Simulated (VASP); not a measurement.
# NaCl in VASP: a series of runs

Runs on NaCl. Level: PBEsol. Tasks: single point.

Everything below comes from runs of VASP 6.6.1. Logs are shortened: lines on timing, memory, paths and dates and some standing lists are left out, and cuts for length are marked.

### 1 The cell of the first run

The structure is tetragonal, space group I4/mmm (No. 139). Conventional cell: a = 3.961 Å, b = 3.961 Å, c = 5.574 Å, α = 90.00°, β = 90.00°, γ = 90.00°. Na (site symmetry 4/mmm) has 6 Cl at 2.79 to 2.80 Å within 3.7 Å. Within 3.7 Å of Cl (site symmetry 4/mmm) lie 6 Na at 2.79 to 2.80 Å.

### 2 Single point, PBEsol (z stretched by -0.5 %, x and y held)

Contents of INCAR:

```
ALGO = Normal ; EDIFF = 1E-6
ENCUT = 520 ; GGA = PS
ISIF = 2 ; ISMEAR = 0
LASPH = True ; LCHARG = True
LELF = True ; LREAL = False
LVHAR = True ; LWAVE = False
NBANDS = 14 ; NELM = 80
PREC = Accurate ; SIGMA = 0.01
```

Contents of KPOINTS:

```
k-points
0
Gamma
  8 8 8
```

Contents of POSCAR:

```
NaCl
1.0
    0.0000000000      2.8009525376      2.7869477749
    2.8009525376      0.0000000000      2.7869477749
    2.8009525376      2.8009525376      0.0000000000
Na Cl
1 1
Direct
    0.0000000000      0.0000000000      0.0000000000
    0.5000000000      0.5000000000      0.5000000000
```

Potentials or basis: VASP PAW PBE potentials, release 64 (Na_pv, Cl).

Launch:

```sh
$ cat potpaw_PBE.64/Na_pv/POTCAR potpaw_PBE.64/Cl/POTCAR > POTCAR
$ mpirun -np 1 vasp_std > vasp.out
```

OUTCAR:

```text
EDIFF = 1E-6
   ENCUT = 520
   GGA = PS
   ISIF = 2
   ISMEAR = 0
   LASPH = True
   LREAL = False
   NELM = 80
   PREC = Accurate

 ion  position               nearest neighbor table
   1  0.000  0.000  0.000-
   2  0.500  0.500  0.500-

  LATTYP: Found a body centered tetragonal cell.
 ALAT       =     3.9611450662
 C/A-ratio  =     1.4071424946

  Lattice vectors:

 A1 = (   0.0000000000,  -2.8009525376,  -2.7869477749)
 A2 = (   0.0000000000,   2.8009525376,  -2.7869477749)
 A3 = (   2.8009525376,   0.0000000000,   2.7869477749)

Analysis of symmetry for initial positions (statically):
=====================================================================
 Subroutine PRICEL returns:
 Original cell was already a primitive cell.

 Routine SETGRP: Setting up the symmetry group for a
 body centered tetragonal supercell.

 Subroutine GETGRP returns: Found 16 space group operations
 (whereof 16 operations were pure point group operations)
 out of a pool of 16 trial point group operations.

The static configuration has the point symmetry D_4h.

Analysis of symmetry for dynamics (positions and initial velocities):
=====================================================================
 Subroutine PRICEL returns:
 Original cell was already a primitive cell.

 Routine SETGRP: Setting up the symmetry group for a
 body centered tetragonal supercell.

 Subroutine GETGRP returns: Found 16 space group operations
 (whereof 16 operations were pure point group operations)
 out of a pool of 16 trial point group operations.

The dynamic configuration has the point symmetry D_4h.

 Subroutine INISYM returns: Found 16 space group operations
 (whereof 16 operations are pure point group operations),
 and found     1 'primitive' translations

----------------------------------------------------------------------------------------

                                     Primitive cell

  volume of cell :      43.7291

  direct lattice vectors                    reciprocal lattice vectors
     0.000000000  2.800952538  2.786947775    -0.178510701  0.178510701  0.179407739
     2.800952538  0.000000000  2.786947775     0.178510701 -0.178510701  0.179407739
     2.800952538  2.800952538  0.000000000     0.178510701  0.178510701 -0.179407739

  length of vectors
     3.951254613  3.951254613  3.961145066     0.309708375  0.309708375  0.309708375

  position of ions in fractional coordinates (direct lattice)
     0.000000000  0.000000000  0.000000000
[... 89 lines left out ...]
   NELECT =      14.0000    total number of electrons
   NUPDOWN=      -1.0000    fix difference up-down
   EMIN   =  10.00;   EMAX   =-10.00  energy-range for DOS
   EFERMI =   0.00;   METHOD = LEGACY
   ISMEAR =     0;   SIGMA  =   0.01  broadening in eV -4-tet -1-fermi 0-gaus
   EFERMI_NEDOS =   21; number of points for ismear=-14 and -15
   IALGO  =     38    algorithm
   IMIX   =      4    mixing-type and parameters
     AMIX     =   0.40;   BMIX     =  1.00
     AMIX_MAG =   1.60;   BMIX_MAG =  1.00
  volume/ion in A,a.u.               =      21.86       147.55
  Fermi-wavevector in a.u.,A,eV,Ry     =   1.119938  2.116376 17.065265  1.254262
  Thomas-Fermi vector in A             =   2.256581
   LORBIT       =      0    0 simple, 1 ext, 2 COOP (PROOUT), +10 PAW based schemes
   GGA     = PS    functional components
   LHFCALC =     F    Hartree Fock is set to
   AEXX    =    0.0000 exact exchange contribution
   IVDW    =     0    specifies the selected vdW correction
   LEPSILON=     F    determine dielectric tensor
   LRPA    =     F    only Hartree local field effects (RPA)
 non-spin polarized calculation
 Gauss-broadening in eV      SIGMA  =   0.01
  energy-cutoff  :      520.00
  volume of cell :       43.73
 maximum number of plane-waves:      1235
 NGX is ok and might be reduce to    30
   NGX = 15   NGY = 15   NGZ = 15

 number of electron      14.0000006 magnetization

 Free energy of the ion-electron system (eV)
  ---------------------------------------------------
  ext. energy  EPLUGINS =         0.00000000
  ---------------------------------------------------
  free energy    TOTEN  =        -6.99800191 eV

  energy without entropy =       -6.99800191  energy(sigma->0) =       -6.99800191

 E-fermi :  -0.5006     XC(G=0):  -8.4457

 val. band max:       -0.6354577739   @ k =   0.0000   0.0000   0.0000
 cond. band min:       4.3889887763   @ k =   0.0000   0.0000   0.0000
 fundamental gap:      5.0244465502
 Fermi energy:        -0.5006078345

 k-point     1 :       0.0000    0.0000    0.0000
  band No.  band energies     occupation
      1     -21.2415      2.00000
      2     -21.2415      2.00000
      3     -21.2410      2.00000
      4     -13.3403      2.00000
      5      -0.6393      2.00000
      6      -0.6355      2.00000
      7      -0.6355      2.00000
      8       4.3890      0.00000
      9      10.3719      0.00000
     10      10.3719      0.00000
     11      10.4106      0.00000
     12      12.6073      0.00000
     13      12.6706      0.00000
     14      14.0536      0.00000
[... 377 lines left out ...]
      1     -21.2661      2.00000
      2     -21.2450      2.00000
      3     -21.2446      2.00000
      4     -13.0434      2.00000
      5      -2.2299      2.00000
      6      -0.9945      2.00000
      7      -0.9464      2.00000
      8       6.6859      0.00000
      9       9.0523      0.00000
     10       9.9489      0.00000
     11      10.8975      0.00000
     12      12.9017      0.00000
     13      14.3156      0.00000
     14      15.6821      0.00000

 [... further k-points ...]

------------------------ aborting loop because EDIFF is reached ----------------------------------------

  FORCE on cell =-STRESS in cart. coord.  units (eV):
  Direction    XX          YY          ZZ          XY          YZ          ZX
  --------------------------------------------------------------------------------------
  -------------------------------------------------------------------------------------
  Total        0.0221140      0.0221140      0.0847475      0.0000000      0.0000000     -0.0000000
  in kB        0.8102290      0.8102290      3.1050401      0.0000000      0.0000000     -0.0000000
  external PRESSURE =       1.5751660 kB  Pullay stress =       0.0000000 kB

 VOLUME and BASIS-vectors are now :
 -----------------------------------------------------------------------------
  energy-cutoff  :      520.00
  volume of cell :       43.73
      direct lattice vectors                 reciprocal lattice vectors
     0.000000000  2.800952538  2.786947775    -0.178510701  0.178510701  0.179407739
     2.800952538  0.000000000  2.786947775     0.178510701 -0.178510701  0.179407739
     2.800952538  2.800952538  0.000000000     0.178510701  0.178510701 -0.179407739

 POSITION                                       TOTAL-FORCE (eV/Angst)
 -----------------------------------------------------------------------------------
      0.00000      0.00000      0.00000         0.000000      0.000000      0.000000
      2.80095      2.80095      2.78695         0.000000      0.000000     -0.000000
 -----------------------------------------------------------------------------------
    total drift:                               -0.000000      0.000000      0.000000

  FREE ENERGIE OF THE ION-ELECTRON SYSTEM (eV)
  ---------------------------------------------------
  free  energy   TOTEN  =        -6.9980019075 eV

  energy  without entropy=       -6.9980019075  energy(sigma->0) =       -6.99800191
```

OSZICAR:

```text
N       E                     dE             d eps       ncg     rms          rms(c)
DAV:   1     0.101471992963E+03    0.10147E+03   -0.70811E+03  1658   0.102E+03
DAV:   2     0.913947514786E+00   -0.10056E+03   -0.93032E+02  1822   0.273E+02
DAV:   3    -0.702858216363E+01   -0.79425E+01   -0.79000E+01  2156   0.717E+01
DAV:   4    -0.715617806447E+01   -0.12760E+00   -0.12755E+00  1940   0.986E+00
DAV:   5    -0.715899198747E+01   -0.28139E-02   -0.28138E-02  2154   0.146E+00    0.192E+00
DAV:   6    -0.700520435865E+01    0.15379E+00   -0.24742E-01  2042   0.351E+00    0.137E+00
DAV:   7    -0.699467832581E+01    0.10526E-01   -0.61600E-02  2312   0.164E+00    0.932E-01
DAV:   8    -0.699808837733E+01   -0.34101E-02   -0.75684E-03  1832   0.795E-01    0.290E-01
DAV:   9    -0.699797671853E+01    0.11166E-03   -0.20069E-04  2108   0.108E-01    0.174E-01
DAV:  10    -0.699801084724E+01   -0.34129E-04   -0.26108E-04  1940   0.105E-01    0.537E-02
DAV:  11    -0.699800257880E+01    0.82684E-05   -0.16564E-05  2126   0.317E-02    0.172E-02
DAV:  12    -0.699800190752E+01    0.67129E-06   -0.27970E-06  1952   0.111E-02
   1 F= -.69980019E+01 E0= -.69980019E+01  d E =-.233707E-83
```

Run time: 23 s. Hardware: 1 thread of Intel Xeon Platinum 8488C (Sapphire Rapids), shared host; peak memory 0.17 GiB.

What came out:

```yaml
Free_energy: -6.9980 eV
Pressure: 0.2 GPa
Band_gap_on_the_k_mesh: 5.02 eV
```

Stress tensor (GPa, compression positive):
```
0.08 0.00 0.00
0.00 0.08 0.00
0.00 0.00 0.31
```

Levels at points of the mesh, in eV from the valence-band top:
```
           k point  band 4  band 5  band 6  band 7  band 8  band 9  band 10  band 11
(0.00, 0.00, 0.00)  -12.70    0.00    0.00    0.00    5.02   11.01    11.01    11.05
(0.50, 0.00, 0.00)  -12.33   -2.05   -0.29   -0.28    7.12   10.70    10.89    10.95
(0.50, 0.50, 0.00)  -12.28   -1.77   -0.64   -0.64    7.50    7.85    11.34    14.82
(0.50, 0.00, 0.50)  -12.28   -1.78   -0.64   -0.62    7.51    7.87    11.29    14.82
```

Caveat: the cell differs from its parent crystal (z stretched by -0.5 %, x and y held); the PAW data sets were made with another functional, which shifts forces and pressure a little.

### 3 Single point, PBEsol (z stretched by +0.5 %, x and y held)

Contents of INCAR:

```
ALGO = Normal
EDIFF = 1E-6
ENCUT = 520
GGA = PS
ISIF = 2
ISMEAR = 0
LASPH = True
LCHARG = False
LREAL = False
LWAVE = False
NBANDS = 14
NELM = 60
PREC = Accurate
SIGMA = 0.01
```

KPOINTS is that of step 2.

Contents of POSCAR:

```
NaCl
1.0
    0.0000000000      2.8009525376      2.8149573003
    2.8009525376      0.0000000000      2.8149573003
    2.8009525376      2.8009525376      0.0000000000
Na Cl
1 1
Direct
    0.0000000000      0.0000000000      0.0000000000
    0.5000000000      0.5000000000      0.5000000000
```

Potentials or basis: VASP PAW PBE potentials, release 64 (Na_pv, Cl).

Launch:

```sh
$ cat potpaw_PBE.64/Na_pv/POTCAR potpaw_PBE.64/Cl/POTCAR > POTCAR
$ mpirun -np 1 vasp_std > vasp.out
```

Run time: 24 s. Hardware: 1 thread of Intel Xeon Platinum 8488C (Sapphire Rapids), shared host; peak memory 0.18 GiB.

The run converged. Its results:

- Free energy: -6.9982 eV
- Pressure: -0.1 GPa
- Band gap on the k mesh: 4.99 eV

Stress tensor (GPa, compression positive):
```
-0.03  0.00  0.00
 0.00 -0.03  0.00
 0.00  0.00 -0.24
```

Levels at points of the mesh, in eV from the valence-band top:
```tsv
k point	band 4	band 5	band 6	band 7	band 8	band 9	band 10	band 11
(0.00, 0.00, 0.00)	-12.68	0.00	0.00	0.00	4.99	10.98	11.02	11.02
(0.50, 0.00, 0.00)	-12.32	-2.02	-0.28	-0.28	7.10	10.62	10.87	10.92
(0.50, 0.50, 0.00)	-12.27	-1.75	-0.62	-0.62	7.48	7.89	11.20	14.77
(0.50, 0.00, 0.50)	-12.27	-1.75	-0.64	-0.62	7.48	7.87	11.25	14.70
```

Caveat: the cell differs from its parent crystal (z stretched by +0.5 %, x and y held); the PAW data sets were made with another functional, which shifts forces and pressure a little.

### 4 Single point, PBEsol (equal xy, yz and zx engineering shears of -0.5 %)

Contents of INCAR:

```
SYSTEM = NaCl
PREC = Accurate
ENCUT = 520
EDIFF = 1E-7
ISMEAR = 0
SIGMA = 0.01
LREAL = .FALSE.
LASPH = .TRUE.
NELM = 100
ALGO = Normal
ISIF = 2
LWAVE = .FALSE.
LCHARG = .TRUE.
GGA = PS
LELF = .TRUE.
LVHAR = .TRUE.
NBANDS = 14
```

Contents of KPOINTS:

```
Automatic mesh
0
G
  8 8 8
  0 0 0
```

Contents of POSCAR:

```
NaCl
1.0
   -0.0140047627      2.7939501563      2.7939501563
    2.7939501563     -0.0140047627      2.7939501563
    2.7939501563      2.7939501563     -0.0140047627
Na Cl
1 1
Direct
    0.0000000000      0.0000000000      0.0000000000
    0.5000000000      0.5000000000      0.5000000000
```

Launch:

```sh
$ cat potpaw_PBE.64/Na_pv/POTCAR potpaw_PBE.64/Cl/POTCAR > POTCAR
$ mpirun -np 1 vasp_std > vasp.out
```

Wall time 33 s (1 thread of Intel Xeon Platinum 8488C (Sapphire Rapids), shared host); peak memory 0.18 GiB.

It converged, with:

- Free energy: -6.9982 eV
- Pressure: 0.0 GPa
- Band gap on the k mesh: 4.99 eV

Stress tensor (GPa, compression positive):
```
0.02 0.06 0.06
0.06 0.02 0.06
0.06 0.06 0.02
```

Levels at points of the mesh, in eV from the valence-band top:
```tsv
k point	band 3	band 4	band 5	band 6	band 7	band 8	band 9	band 10	band 11	band 12
(0.00, 0.00, 0.00)	-20.63	-12.71	-0.03	-0.03	0.00	4.99	10.96	10.96	11.07	13.25
(0.50, 0.00, 0.00)	-20.63	-12.34	-2.06	-0.30	-0.29	7.10	10.62	10.87	10.94	14.95
(0.50, 0.50, 0.00)	-20.64	-12.29	-1.78	-0.66	-0.63	7.47	7.86	11.25	14.75	14.81
(0.50, 0.50, 0.50)	-20.63	-12.34	-2.05	-0.32	-0.32	7.07	10.70	10.85	10.85	14.90
```

Caveat: the cell differs from its parent crystal (equal xy, yz and zx engineering shears of -0.5 %); the PAW data sets were made with another functional, which shifts forces and pressure a little.

(Continued in part 2 of 2.)
